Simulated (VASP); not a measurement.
# Nb (Im-3m) in VASP: notebook

The runs below take Nb through single point, with PBEsol.

Everything below comes from runs of VASP 6.6.1. Logs are shortened: lines on timing, memory, paths and dates and some standing lists are left out, and cuts for length are marked.

## (1) The cell of the first run

The structure is cubic, space group Im-3m (No. 229). Conventional cell: a = 2.877 Å, b = 2.877 Å, c = 2.877 Å, α = 90.00°, β = 90.00°, γ = 90.00°. Within 3.3 Å of Nb (site symmetry m-3m) lie 14 Nb at 2.49 to 2.88 Å.

## (2) Single point, PBEsol (volume scaled by 0.68)

INCAR reads:

```
PREC = Accurate
ENCUT = 520
EDIFF = 1E-6
ISMEAR = -1
SIGMA = 0.1
LREAL = F
LASPH = T
NELM = 100
ALGO = Normal
ISIF = 2
LWAVE = F
LCHARG = F
GGA = PS
NBANDS = 12
```

KPOINTS reads:

```
regular mesh
0
Gamma
  16 16 16
```

POSCAR reads:

```
Nb
1.0
   -1.4387161436      1.4387161436      1.4387161436
    1.4387161436     -1.4387161436      1.4387161436
    1.4387161436      1.4387161436     -1.4387161436
Nb
1
Direct
    0.0000000000      0.0000000000      0.0000000000
```

Potentials or basis: VASP PAW PBE potentials, release 64 (Nb_sv).

Started as:

```bash
$ cat potpaw_PBE.64/Nb_sv/POTCAR > POTCAR
$ mpirun -np 1 vasp_std > vasp.out
```

OUTCAR:

```text
PREC = Accurate
   ENCUT = 520
   EDIFF = 1E-6
   ISMEAR = -1
   LREAL = F
   LASPH = T
   NELM = 100
   ISIF = 2
   GGA = PS

 ion  position               nearest neighbor table
   1  0.000  0.000  0.000-

  LATTYP: Found a body centered cubic cell.
 ALAT       =     2.8774322872

  Lattice vectors:

 A1 = (  -1.4387161436,   1.4387161436,   1.4387161436)
 A2 = (   1.4387161436,  -1.4387161436,   1.4387161436)
 A3 = (   1.4387161436,   1.4387161436,  -1.4387161436)

Analysis of symmetry for initial positions (statically):
=====================================================================
 Subroutine PRICEL returns:
 Original cell was already a primitive cell.

 Routine SETGRP: Setting up the symmetry group for a
 body centered cubic supercell.

 Subroutine GETGRP returns: Found 48 space group operations
 (whereof 48 operations were pure point group operations)
 out of a pool of 48 trial point group operations.

The static configuration has the point symmetry O_h .

Analysis of symmetry for dynamics (positions and initial velocities):
=====================================================================
 Subroutine PRICEL returns:
 Original cell was already a primitive cell.

 Routine SETGRP: Setting up the symmetry group for a
 body centered cubic supercell.

 Subroutine GETGRP returns: Found 48 space group operations
 (whereof 48 operations were pure point group operations)
 out of a pool of 48 trial point group operations.

The dynamic configuration has the point symmetry O_h .

 Subroutine INISYM returns: Found 48 space group operations
 (whereof 48 operations are pure point group operations),
 and found     1 'primitive' translations

----------------------------------------------------------------------------------------

                                     Primitive cell

  volume of cell :      11.9120

  direct lattice vectors                    reciprocal lattice vectors
    -1.438716144  1.438716144  1.438716144     0.000000000  0.347532070  0.347532070
     1.438716144 -1.438716144  1.438716144     0.347532070  0.000000000  0.347532070
     1.438716144  1.438716144 -1.438716144     0.347532070  0.347532070  0.000000000

  length of vectors
     2.491929458  2.491929458  2.491929458     0.491484567  0.491484567  0.491484567

  position of ions in fractional coordinates (direct lattice)
     0.000000000  0.000000000  0.000000000

  ion indices of the primitive-cell ions
   primitive index   ion index
                 1           1

----------------------------------------------------------------------------------------

 KPOINTS: regular mesh

Automatic generation of k-mesh.
 Grid dimensions read from file:
 generate k-points for:   16   16   16

 Generating k-lattice:

  Cartesian coordinates                     Fractional coordinates (reciprocal lattice)
     0.000000000  0.021720754  0.021720754     0.062500000  0.000000000  0.000000000
     0.021720754  0.000000000  0.021720754     0.000000000  0.062500000  0.000000000
     0.021720754  0.021720754  0.000000000     0.000000000  0.000000000  0.062500000

  Length of vectors
     0.030717785  0.030717785  0.030717785

  Shift w.r.t. Gamma in fractional coordinates (k-lattice)
     0.000000000  0.000000000  0.000000000

 Subroutine IBZKPT returns following result:
 ===========================================

 Found    145 irreducible k-points:

 Following reciprocal coordinates:
            Coordinates               Weight
  0.000000  0.000000  0.000000      1.000000
  0.062500  0.000000  0.000000     12.000000
  0.125000  0.000000  0.000000     12.000000
  0.187500  0.000000  0.000000     12.000000
  0.250000  0.000000  0.000000     12.000000
  0.312500  0.000000  0.000000     12.000000
[... 16 lines left out ...]
  0.187500  0.187500  0.000000     24.000000
  0.250000  0.187500  0.000000     48.000000
 [... further k-points ...]
   k-points           NKPTS =    145   k-points in BZ     NKDIM =    145   number of bands    NBANDS=     12
   number of dos      NEDOS =    301   number of ions     NIONS =      1
   total plane-waves  NPLWV =   8000
   dimension x,y,z NGX =    20 NGY =   20 NGZ =   20
   dimension x,y,z NGXF=    40 NGYF=   40 NGZF=   40
   ions per type =               1
   NGX,Y,Z   is equivalent  to a cutoff of  13.34, 13.34, 13.34 a.u.
   NGXF,Y,Z  is equivalent  to a cutoff of  26.69, 26.69, 26.69 a.u.
 SYSTEM =  unknown system
   PREC   = accura    normal or accurate (medium, high low for compatibility)
   ISTART =      0    job   : 0-new  1-cont  2-samecut
   ICHARG =      2    charge: 1-file 2-atom 10-const
   ISPIN  =      1    spin polarized calculation?
   LNONCOLLINEAR =      F non collinear calculations
   LSORBIT =      F    spin-orbit coupling
   LASPH  =      T    aspherical Exc in radial PAW
   ENCUT  =  520.0 eV  38.22 Ry    6.18 a.u.   4.63  4.63  4.63*2*pi/ulx,y,z
   NELM   =    100;   NELMIN=  2; NELMDL= -5     # of ELM steps
   EDIFF  = 0.1E-05   stopping-criterion for ELM
   LREAL  =      F    real-space projection
   EDIFFG = 0.1E-04   stopping-criterion for IOM
   NSW    =      0    number of steps for IOM
   IBRION =     -1    ionic relax: 0-MD 1-quasi-New 2-CG
   NFREE  =      0    steps in history (QN), initial steepest desc. (CG)
   ISIF   =      2    stress and relaxation
   ISYM   =      2    0-nonsym 1-usesym 2-fastsym
   POTIM  = 0.5000    time-step for ionic-motion
   TEBEG  =    0.0;   TEEND  =   0.0 temperature during run
   PSTRESS=    0.0 pullay stress
   NELECT =      13.0000    total number of electrons
   NUPDOWN=      -1.0000    fix difference up-down
   EMIN   =  10.00;   EMAX   =-10.00  energy-range for DOS
   EFERMI =   0.00;   METHOD = LEGACY
   ISMEAR =    -1;   SIGMA  =   0.10  broadening in eV -4-tet -1-fermi 0-gaus
   EFERMI_NEDOS =   21; number of points for ismear=-14 and -15
   IALGO  =     38    algorithm
   IMIX   =      4    mixing-type and parameters
     AMIX     =   0.40;   BMIX     =  1.00
     AMIX_MAG =   1.60;   BMIX_MAG =  1.00
  volume/ion in A,a.u.               =      11.91        80.39
  Fermi-wavevector in a.u.,A,eV,Ry     =   1.685495  3.185124 38.652707  2.840894
  Thomas-Fermi vector in A             =   2.768329
   LORBIT       =      0    0 simple, 1 ext, 2 COOP (PROOUT), +10 PAW based schemes
   GGA     = PS    functional components
   LHFCALC =     F    Hartree Fock is set to
   AEXX    =    0.0000 exact exchange contribution
   IVDW    =     0    specifies the selected vdW correction
   LEPSILON=     F    determine dielectric tensor
   LRPA    =     F    only Hartree local field effects (RPA)
 non-spin polarized calculation
  energy-cutoff  :      520.00
  volume of cell :       11.91
 maximum number of plane-waves:       333
   NGX =  9   NGY =  9   NGZ =  9

 number of electron      13.0000000 magnetization

 Free energy of the ion-electron system (eV)
  ---------------------------------------------------
  ext. energy  EPLUGINS =         0.00000000
  ---------------------------------------------------
  free energy    TOTEN  =        -9.15541660 eV

  energy without entropy =       -9.13377874  energy(sigma->0) =       -9.14459767

 E-fermi :  18.3163     XC(G=0): -14.9304

 val. band max:       18.3158927105   @ k =   0.2500   0.0000   0.0000
 cond. band min:      18.3233208113   @ k =   0.2500   0.1875   0.0000
 fundamental gap:      0.0074281008
 Fermi energy:        18.3163146785

 k-point     1 :       0.0000    0.0000    0.0000
  band No.  band energies     occupation
      1     -36.6446      2.00000
      2     -10.1332      2.00000
      3     -10.1332      2.00000
      4     -10.1332      2.00000
      5      12.0092      2.00000
      6      17.8617      1.97901
      7      17.8617      1.97901
      8      17.8617      1.97901
      9      22.3629      0.00000
     10      22.3629      0.00000
     11      32.9398      0.00000
     12      32.9398      0.00000

 k-point     2 :       0.0625    0.0000    0.0000
  band No.  band energies     occupation
      1     -36.6049      2.00000
      2     -10.3284      2.00000
      3     -10.1886      2.00000
      4     -10.1370      2.00000
      5      12.2828      2.00000
      6      17.6763      1.99668
      7      17.8220      1.98583
      8      18.1279      1.73628
      9      22.0229      0.00000
     10      22.3441      0.00000
     11      33.2071      0.00000
     12      33.3840      0.00000

 k-point     3 :       0.1250    0.0000    0.0000
  band No.  band energies     occupation
      1     -36.4904      2.00000
      2     -10.8666      2.00000
      3     -10.3438      2.00000
      4     -10.1478      2.00000
      5      12.9847      2.00000
      6      17.1882      1.99997
      7      17.6766      1.99667
      8      18.9105      0.00524
      9      21.4605      0.00000
     10      22.3205      0.00000
     11      33.8990      0.00000
     12      34.6471      0.00000
[... 286 lines left out ...]
 k-point    23 :       0.1875    0.1875    0.0000
  band No.  band energies     occupation
      1     -35.8258      2.00000
      2     -13.1744      2.00000
      3     -11.2501      2.00000
      4     -10.4884      2.00000
      5      14.3933      2.00000
      6      15.7074      2.00000
      7      17.5193      1.99931
      8      21.0251      0.00000
      9      23.8715      0.00000
     10      25.4060      0.00000
     11      35.5890      0.00000
     12      37.0928      0.00000

 k-point    24 :       0.2500    0.1875    0.0000
  band No.  band energies     occupation
      1     -35.6444      2.00000
      2     -13.6092      2.00000
      3     -11.6260      2.00000
      4     -10.5535      2.00000
      5      14.0700      2.00000
      6      15.4705      2.00000
      7      18.3233      0.96498
      8      21.5093      0.00000
      9      24.1840      0.00000
     10      27.6319      0.00000
     11      34.7490      0.00000
     12      37.6350      0.00000

 [... further k-points ...]

------------------------ aborting loop because EDIFF is reached ----------------------------------------

  FORCE on cell =-STRESS in cart. coord.  units (eV):
  Direction    XX          YY          ZZ          XY          YZ          ZX
  --------------------------------------------------------------------------------------
  -------------------------------------------------------------------------------------
  Total       10.4819899     10.4819899     10.4819899      0.0000000      0.0000000      0.0000000
  in kB     1409.8372444   1409.8372444   1409.8372444      0.0000000      0.0000000      0.0000000
  external PRESSURE =    1409.8372444 kB  Pullay stress =       0.0000000 kB

 VOLUME and BASIS-vectors are now :
 -----------------------------------------------------------------------------
  energy-cutoff  :      520.00
  volume of cell :       11.91
      direct lattice vectors                 reciprocal lattice vectors
    -1.438716144  1.438716144  1.438716144     0.000000000  0.347532070  0.347532070
     1.438716144 -1.438716144  1.438716144     0.347532070  0.000000000  0.347532070
     1.438716144  1.438716144 -1.438716144     0.347532070  0.347532070  0.000000000

 POSITION                                       TOTAL-FORCE (eV/Angst)
 -----------------------------------------------------------------------------------
      0.00000      0.00000      0.00000         0.000000     -0.000000      0.000000
 -----------------------------------------------------------------------------------
    total drift:                                0.000000     -0.000000      0.000000

  FREE ENERGIE OF THE ION-ELECTRON SYSTEM (eV)
  ---------------------------------------------------
  free  energy   TOTEN  =        -9.1554165996 eV

  energy  without entropy=       -9.1337787414  energy(sigma->0) =       -9.14459767
```

Run time: 40 s. Hardware: 1 thread of Intel Xeon 6975P-C, shared host; peak memory 0.14 GiB.

What came out:

- Free energy: -9.1554 eV
- Pressure: 141.0 GPa

Caveat: the PAW data sets were made with another functional, which shifts forces and pressure a little.

[end of part 1 of 2]
